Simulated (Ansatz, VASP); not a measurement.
# BaTiO3 in VASP and in Ansatz

```xyz
5
Lattice="4.0073 0.0000 0.0000 0.0000 4.0073 0.0000 0.0000 0.0000 4.0874" Properties=species:S:1:pos:R:3 pbc="T T T"
Ba    2.0036    2.0036    2.0437
Ti    0.0000    0.0000    0.0000
O     2.0036    0.0000    0.0000
O     0.0000    2.0036    0.0000
O     0.0000    0.0000    2.0437
```

Change from the starting cell: zz strain of +2 %, crystal datasets.

Alike in both runs: task electric field gradients; functional LDA; k mesh 8 × 8 × 8; occupations fermi-dirac, width 0.05 eV; no spin polarisation.

```csv
,VASP,Ansatz
version,VASP 6.6.1,Ansatz 0.2.0
potentials or method,"VASP PAW LDA potentials, release 64 (Ba_sv, Ti_sv, O), cutoff 520 eV","all-electron PAW with datasets made for the crystal, scalar-relativistic"
```

```tsv
	VASP	Ansatz	Ansatz less VASP
pressure (GPa)	-10.4	-12.2	-1.83
traceless stress, the component that is largest in VASP (GPa)	-2.14	-2.06	+0.087
size of Vzz on the site where it differs most (V/Å²)	4.1	3.7	-0.44
```

LDA's correlation is that of Perdew and Zunger in VASP and of Perdew and Wang (1992) in Ansatz. Ansatz ran all-electron here, and VASP with PAW potentials.

Neither program's run includes spin-orbit coupling.
